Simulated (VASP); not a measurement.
# I (Cmce) in VASP: notebook, part 2 of 2

VASP 6.6.1. Earlier steps stand in the parts before.

## 4. Single point, BLYP

This run uses another cell than the first one, of 42.63 Å³/atom.

INCAR

```
SYSTEM = I
AGGAC    = 1.0          
AGGAX    = 1.0          
ALDAC    = 0.0          
ALDAX    = 1.0          
ALGO     = Normal         ! electronic algorithm
EDIFF    = 1E-6           ! SCF threshold, eV
ENCUT    = 520            ! plane-wave cutoff, eV
GGA      = B5             ! functional
ISIF     = 2              ! what is computed and relaxed
ISMEAR   = -1             ! smearing method
LASPH    = .TRUE.         ! aspherical terms in the spheres
LCHARG   = .TRUE.         ! write CHGCAR
LELF     = .TRUE.         ! ELF
LREAL    = .FALSE.        ! projectors in reciprocal space
LVHAR    = .TRUE.       
LWAVE    = .FALSE.        ! write WAVECAR
NBANDS   = 22             ! bands
NELM     = 80             ! most SCF steps
PREC     = Accurate       ! precision mode
SIGMA    = 0.05           ! smearing width, eV
```

KPOINTS

```
k-points
0
G
  7 7 3
  0 0 0
```

POSCAR

```
I
1.0
    3.6350350000     -2.3950200000      0.0000000000
    3.6350350000      2.3950200000      0.0000000000
    0.0000000000      0.0000000000      9.7934400000
I
4
Direct
    0.6493000000      0.3507000000      0.3844000000
    0.1493000000      0.8507000000      0.1156000000
    0.3507000000      0.6493000000      0.6156000000
    0.8507000000      0.1493000000      0.8844000000
```

Potentials or basis: VASP PAW PBE potentials, release 64 (I).

The run is started by

```console
$ cat potpaw_PBE.64/I/POTCAR > POTCAR
$ mpirun -np 1 vasp_std > vasp.out
```

OUTCAR:

```text
SYSTEM = I
   EDIFF = 1E-6
   ENCUT = 520
   GGA = B5
   ISIF = 2
   ISMEAR = -1
   LASPH = .TRUE.
   LREAL = .FALSE.
   NELM = 80
   PREC = Accurate

 ion  position               nearest neighbor table
   1  0.649  0.351  0.384-   3 2.68   2 3.56   2 3.56
   2  0.149  0.851  0.116-   4 2.68   1 3.56   1 3.56
   3  0.351  0.649  0.616-   1 2.68   4 3.56   4 3.56
   4  0.851  0.149  0.884-   2 2.68   3 3.56   3 3.56

  LATTYP: Found a base centered orthorhombic cell.
 ALAT       =     4.7900400000
 B/A-ratio  =     1.5177472422
 C/A-ratio  =     2.0445424255

  Lattice vectors:

 A1 = (  -3.6350350000,  -2.3950200000,   0.0000000000)
 A2 = (   3.6350350000,  -2.3950200000,   0.0000000000)
 A3 = (   0.0000000000,   0.0000000000,   9.7934400000)

Analysis of symmetry for initial positions (statically):
=====================================================================
 Subroutine PRICEL returns:
 Original cell was already a primitive cell.

 Routine SETGRP: Setting up the symmetry group for a
 base centered orthorhombic supercell.

 Subroutine GETGRP returns: Found  8 space group operations
 (whereof  4 operations were pure point group operations)
 out of a pool of  8 trial point group operations.

The static configuration has the point symmetry C_2h.
 The point group associated with its full space group is D_2h.

Analysis of symmetry for dynamics (positions and initial velocities):
=====================================================================
 Subroutine PRICEL returns:
 Original cell was already a primitive cell.

 Routine SETGRP: Setting up the symmetry group for a
 base centered orthorhombic supercell.

 Subroutine GETGRP returns: Found  8 space group operations
 (whereof  4 operations were pure point group operations)
 out of a pool of  8 trial point group operations.

[... 121 lines left out ...]
   EFERMI_NEDOS =   21; number of points for ismear=-14 and -15
   IALGO  =     38    algorithm
   IMIX   =      4    mixing-type and parameters
     AMIX     =   0.40;   BMIX     =  1.00
     AMIX_MAG =   1.60;   BMIX_MAG =  1.00
  volume/ion in A,a.u.               =      42.63       287.69
  Fermi-wavevector in a.u.,A,eV,Ry     =   0.896465  1.694073 10.934307  0.803649
  Thomas-Fermi vector in A             =   2.018926
   LORBIT       =      0    0 simple, 1 ext, 2 COOP (PROOUT), +10 PAW based schemes
   GGA     = B5    functional components
   LHFCALC =     F    Hartree Fock is set to
   AEXX    =    0.0000 exact exchange contribution
   IVDW    =     0    specifies the selected vdW correction
   LEPSILON=     F    determine dielectric tensor
   LRPA    =     F    only Hartree local field effects (RPA)
 non-spin polarized calculation
  energy-cutoff  :      520.00
  volume of cell :      170.52
 maximum number of plane-waves:      4633
   NGX = 17   NGY = 17   NGZ = 37

 number of electron      28.0000001 magnetization

 Free energy of the ion-electron system (eV)
  ---------------------------------------------------
  ext. energy  EPLUGINS =         0.00000000
  ---------------------------------------------------
  free energy    TOTEN  =        -4.28775367 eV

  energy without entropy =       -4.28775320  energy(sigma->0) =       -4.28775343

 E-fermi :   3.5413     XC(G=0):  -7.5513

 val. band max:        2.8716909646   @ k =   0.0000   0.0000   0.0000
 cond. band min:       4.1956719620   @ k =   0.4286   0.4286   0.0000
 fundamental gap:      1.3239809975
 Fermi energy:         3.5413018239

 k-point     1 :       0.0000    0.0000    0.0000
  band No.  band energies     occupation
      1     -10.6854      2.00000
      2     -10.2294      2.00000
      3      -8.6327      2.00000
      4      -7.6928      2.00000
      5      -1.6137      2.00000
      6      -0.2738      2.00000
[... 589 lines left out ...]
     21      11.0549      0.00000
     22      11.4880      0.00000

 [... further k-points ...]

------------------------ aborting loop because EDIFF is reached ----------------------------------------

  FORCE on cell =-STRESS in cart. coord.  units (eV):
  Direction    XX          YY          ZZ          XY          YZ          ZX
  --------------------------------------------------------------------------------------
  -------------------------------------------------------------------------------------
  Total        2.8026163      3.7551879      6.0200753      0.0000000      0.0000000      0.0000000
  in kB       26.3324469     35.2824922     56.5626175      0.0000000      0.0000000      0.0000000
  external PRESSURE =      39.3925189 kB  Pullay stress =       0.0000000 kB

 VOLUME and BASIS-vectors are now :
 -----------------------------------------------------------------------------
  energy-cutoff  :      520.00
  volume of cell :      170.52
      direct lattice vectors                 reciprocal lattice vectors
     3.635035000 -2.395020000  0.000000000     0.137550257 -0.208766524  0.000000000
     3.635035000  2.395020000  0.000000000     0.137550257  0.208766524  0.000000000
     0.000000000  0.000000000  9.793440000     0.000000000  0.000000000  0.102109167

 POSITION                                       TOTAL-FORCE (eV/Angst)
 -----------------------------------------------------------------------------------
      3.63503     -0.71515      3.76460         0.000000     -0.568536     -0.966198
      3.63503      1.67987      1.13212         0.000000     -0.568536      0.966198
      3.63503      0.71515      6.02884         0.000000      0.568536      0.966198
      3.63503     -1.67987      8.66132         0.000000      0.568536     -0.966198
 -----------------------------------------------------------------------------------
    total drift:                               -0.000000     -0.000000      0.000000

  FREE ENERGIE OF THE ION-ELECTRON SYSTEM (eV)
  ---------------------------------------------------
  free  energy   TOTEN  =        -4.2877536680 eV

  energy  without entropy=       -4.2877531982  energy(sigma->0) =       -4.28775343
```

OSZICAR:

```text
N       E                     dE             d eps       ncg     rms          rms(c)
DAV:   1     0.158629504237E+03    0.15863E+03   -0.10366E+04  1408   0.102E+03
DAV:   2     0.805264932010E+01   -0.15058E+03   -0.14583E+03  1940   0.158E+02
DAV:   3    -0.427561644038E+01   -0.12328E+02   -0.12279E+02  1794   0.514E+01
DAV:   4    -0.454294507782E+01   -0.26733E+00   -0.26728E+00  1794   0.909E+00
DAV:   5    -0.454989891894E+01   -0.69538E-02   -0.69537E-02  1796   0.147E+00    0.885E+00
DAV:   6    -0.435324729642E+01    0.19665E+00   -0.15959E-01  1636   0.183E+00    0.602E+00
DAV:   7    -0.429769242040E+01    0.55555E-01   -0.39798E-01  1606   0.285E+00    0.611E-01
DAV:   8    -0.428749243521E+01    0.10200E-01   -0.56809E-02  1576   0.114E+00    0.472E-01
DAV:   9    -0.428760160208E+01   -0.10917E-03   -0.14226E-03  1738   0.208E-01    0.216E-01
DAV:  10    -0.428774922506E+01   -0.14762E-03   -0.16807E-04  1606   0.898E-02    0.429E-02
DAV:  11    -0.428775160422E+01   -0.23792E-05   -0.31402E-05  1720   0.289E-02    0.213E-02
DAV:  12    -0.428775331099E+01   -0.17068E-05   -0.50064E-06  1648   0.125E-02    0.757E-03
DAV:  13    -0.428775366803E+01   -0.35704E-06   -0.46831E-07  1082   0.423E-03
   1 F= -.42877537E+01 E0= -.42877534E+01  d E =-.469784E-06
```

Wall time 70 s (1 thread of Intel Xeon 6975P-C (Granite Rapids), shared host); peak memory 0.29 GiB.

Results:

| Item | Value |
| --- | --- |
| Free energy | -4.2878 eV |
| Pressure | 3.9 GPa |
| Largest force | 1.121 eV/Å |
| Band gap on the k mesh | 1.32 eV (least direct gap 1.41 eV) |

Forces on the atoms (eV/Å):
```
I    0.000 -0.569 -0.966
I    0.000 -0.569  0.966
I    0.000  0.569  0.966
I    0.000  0.569 -0.966
```

Stress tensor (GPa, compression positive):
```
2.63 0.00 0.00
0.00 3.53 0.00
0.00 0.00 5.66
```

Caveat: the cell stands under pressure; this functional lacks dispersion, which holds the molecules together, so the pressure and a relaxed volume are unreliable; the PAW data sets were made with another functional, which shifts forces and pressure a little; spin-orbit coupling is left out, which moves the levels of the heavy elements. A k mesh can miss the band edges.

## 5. Single point, BLYP

This run uses another cell than the first one, of 43.48 Å³/atom.

INCAR

```
PREC = Accurate
ENCUT = 520
EDIFF = 1E-6
ISMEAR = -1
SIGMA = 0.05
LREAL = F
LASPH = T
NELM = 100
ALGO = Normal
ISIF = 2
LWAVE = F
LCHARG = F
GGA = B5
ALDAX = 1.0
AGGAX = 1.0
AGGAC = 1.0
ALDAC = 0.0
NBANDS = 22
```

KPOINTS

```
Automatic mesh
0
Gamma
  7 7 3
```

POSCAR

```
I
1.0
    3.6591087810     -2.4108815219      0.0000000000
    3.6591087810      2.4108815219      0.0000000000
    0.0000000000      0.0000000000      9.8582991087
I
4
Direct
    0.6493000000      0.3507000000      0.3844000000
    0.1493000000      0.8507000000      0.1156000000
    0.3507000000      0.6493000000      0.6156000000
    0.8507000000      0.1493000000      0.8844000000
```

The run is started by

```console
$ cat potpaw_PBE.64/I/POTCAR > POTCAR
$ mpirun -np 1 vasp_std > vasp.out
```

Wall time 78 s (1 thread of Intel Xeon 6975P-C (Granite Rapids), shared host); peak memory 0.33 GiB.

The run converged. Its results:

```yaml
Free_energy: -4.3648 eV
Pressure: 3.3 GPa
Largest_force: 0.948 eV/Å
Band_gap_on_the_k_mesh: 1.28 eV (least direct gap 1.35 eV)
```

Forces in eV/Å, atoms in the order of the input:
```
I    0.000 -0.464 -0.826
I    0.000 -0.464  0.826
I    0.000  0.464  0.826
I    0.000  0.464 -0.826
```

Stress tensor (GPa, compression positive):
```
2.42 0.00 0.00
0.00 2.92 0.00
0.00 0.00 4.56
```

Levels at points of the mesh, in eV from the valence-band top:
```
           k point  band 11  band 12  band 13  band 14  band 15  band 16  band 17  band 18
(0.00, 0.00, 0.00)    -1.06    -0.51    -0.07     0.00     1.35     2.17     5.42     5.48
```

Caveat: the cell stands under pressure; this functional lacks dispersion, which holds the molecules together, so the pressure and a relaxed volume are unreliable; the PAW data sets were made with another functional, which shifts forces and pressure a little; spin-orbit coupling is left out, which moves the levels of the heavy elements. BLYP gaps usually lie below the measured ones, often by a third to a half.

## 6. Single point, BLYP

This run uses another cell than the first one, of 44.34 Å³/atom.

INCAR

```
PREC = Accurate
ENCUT = 520
EDIFF = 1E-6
ISMEAR = -1
SIGMA = 0.05
LREAL = False
LASPH = True
NELM = 100
ALGO = Normal
ISIF = 2
LWAVE = False
LCHARG = False
GGA = B5
ALDAX = 1.0
AGGAX = 1.0
AGGAC = 1.0
ALDAC = 0.0
NBANDS = 22
```

KPOINTS

```
regular mesh
0
Gamma
  7 7 3
```

POSCAR

```
I
1.0
    3.6828698935     -2.4265370353      0.0000000000
    3.6828698935      2.4265370353      0.0000000000
    0.0000000000      0.0000000000      9.9223158317
I
4
Direct
    0.6493000000      0.3507000000      0.3844000000
    0.1493000000      0.8507000000      0.1156000000
    0.3507000000      0.6493000000      0.6156000000
    0.8507000000      0.1493000000      0.8844000000
```

Potentials or basis: VASP PAW PBE potentials, release 64 (I).

The run is started by

```console
$ cat potpaw_PBE.64/I/POTCAR > POTCAR
$ mpirun -np 1 vasp_std > vasp.out
```

OUTCAR:

```text
PREC = Accurate
   ENCUT = 520
   EDIFF = 1E-6
   ISMEAR = -1
   LREAL = False
   LASPH = True
   NELM = 100
   ISIF = 2
   GGA = B5

 ion  position               nearest neighbor table
   1  0.649  0.351  0.384-   3 2.71
   2  0.149  0.851  0.116-   4 2.71
   3  0.351  0.649  0.616-   1 2.71
   4  0.851  0.149  0.884-   2 2.71

  LATTYP: Found a base centered orthorhombic cell.
 ALAT       =     4.8530740706
 B/A-ratio  =     1.5177472422
 C/A-ratio  =     2.0445424256
[... 797 lines left out ...]

  FORCE on cell =-STRESS in cart. coord.  units (eV):
  Direction    XX          YY          ZZ          XY          YZ          ZX
  --------------------------------------------------------------------------------------
  -------------------------------------------------------------------------------------
  Total        2.4651504      2.6296327      3.9548613      0.0000000      0.0000000      0.0000000
  in kB       22.2708944     23.7568757     35.7293809      0.0000000      0.0000000      0.0000000
  external PRESSURE =      27.2523836 kB  Pullay stress =       0.0000000 kB

 VOLUME and BASIS-vectors are now :
 -----------------------------------------------------------------------------
  energy-cutoff  :      520.00
  volume of cell :      177.34
      direct lattice vectors                 reciprocal lattice vectors
     3.682869893 -2.426537035  0.000000000     0.135763688 -0.206054963  0.000000000
     3.682869893  2.426537035  0.000000000     0.135763688  0.206054963  0.000000000
     0.000000000  0.000000000  9.922315832     0.000000000  0.000000000  0.100782924

 POSITION                                       TOTAL-FORCE (eV/Angst)
 -----------------------------------------------------------------------------------
      3.68287     -0.72456      3.81414         0.000000     -0.368107     -0.696052
      3.68287      1.70197      1.14702         0.000000     -0.368107      0.696052
      3.68287      0.72456      6.10818         0.000000      0.368107      0.696052
      3.68287     -1.70197      8.77530         0.000000      0.368107     -0.696052
 -----------------------------------------------------------------------------------
    total drift:                               -0.000000     -0.000000     -0.000000

  FREE ENERGIE OF THE ION-ELECTRON SYSTEM (eV)
  ---------------------------------------------------
  free  energy   TOTEN  =        -4.4289614329 eV

  energy  without entropy=       -4.4289603960  energy(sigma->0) =       -4.42896091
```

stdout:

```text
POSCAR found type information on POSCAR I
 POSCAR found :  1 types and       4 ions
 scaLAPACK will be used
 -----------------------------------------------------------------------------
|                                                                             |
|                                                                             |
|     You enforced a specific xc type in the INCAR file but a different       |
|     I HOPE YOU KNOW WHAT YOU ARE DOING!                                     |
|                                                                             |
 -----------------------------------------------------------------------------

 LDA part: xc-table for (Slater(with rela. corr.)+VWN5), standard interpolation
 POSCAR, INCAR and KPOINTS ok, starting setup
 FFT: planning ... GRIDC
 FFT: planning ... GRID_SOFT
 FFT: planning ... GRID
 WAVECAR not read
 entering main loop
```

Wall time 76 s (1 thread of Intel Xeon 6975P-C (Granite Rapids), shared host); peak memory 0.33 GiB.

What came out:

* Free energy: -4.4290 eV
* Pressure: 2.7 GPa
* Largest force: 0.787 eV/Å
* Band gap on the k mesh: 1.24 eV (least direct gap 1.30 eV)

Forces in eV/Å, atoms in the order of the input:
```
I    0.000 -0.368 -0.696
I    0.000 -0.368  0.696
I    0.000  0.368  0.696
I    0.000  0.368 -0.696
```

Stress tensor (GPa, compression positive):
```
2.23 0.00 0.00
0.00 2.38 0.00
0.00 0.00 3.57
```

Caveat: this functional lacks dispersion, which holds the molecules together, so the pressure and a relaxed volume are unreliable; the PAW data sets were made with another functional, which shifts forces and pressure a little; spin-orbit coupling is left out, which moves the levels of the heavy elements. A k mesh can miss the band edges.

## 7. The runs side by side

| level | potentials or basis | cell | gap on the mesh (eV) | pressure (GPa) | largest force (eV/Å) |
| --- | --- | --- | --- | --- | --- |
| BLYP | VASP PAW PBE potentials, release 64 (I) | a = 4.324, b = 4.324, c = 9.728 Å, angles 90.0, 90.0, 66.8°, 4 atoms | 1.37 | 4.6 | 1.31 |
| LDA | VASP PAW LDA potentials, release 64 (I) | a = 4.353, b = 4.353, c = 9.793 Å, angles 90.0, 90.0, 66.8°, 4 atoms | 1.24 | -0.9 | 0.73 |
| BLYP | VASP PAW PBE potentials, release 64 (I) | a = 4.353, b = 4.353, c = 9.793 Å, angles 90.0, 90.0, 66.8°, 4 atoms | 1.32 | 3.9 | 1.12 |
| BLYP | VASP PAW PBE potentials, release 64 (I) | a = 4.382, b = 4.382, c = 9.858 Å, angles 90.0, 90.0, 66.8°, 4 atoms | 1.28 | 3.3 | 0.95 |
| BLYP | VASP PAW PBE potentials, release 64 (I) | a = 4.410, b = 4.410, c = 9.922 Å, angles 90.0, 90.0, 66.8°, 4 atoms | 1.24 | 2.7 | 0.79 |

Alike in all rows: task single point; no spin polarisation; k mesh 7 × 7 × 3; cutoff (eV) 520; smearing fermi-dirac 0.05 eV.

Caveats: spin-orbit coupling is left out, which moves the levels of the heavy elements; this functional lacks dispersion, which holds the molecules together, so the pressure and a relaxed volume are unreliable (at least some runs); the PAW data sets were made with another functional, which shifts forces and pressure a little (at least some runs); the cell stands under pressure (at least some runs).

Total energies depend on the potentials used, so only differences within one code and one set of settings carry meaning.
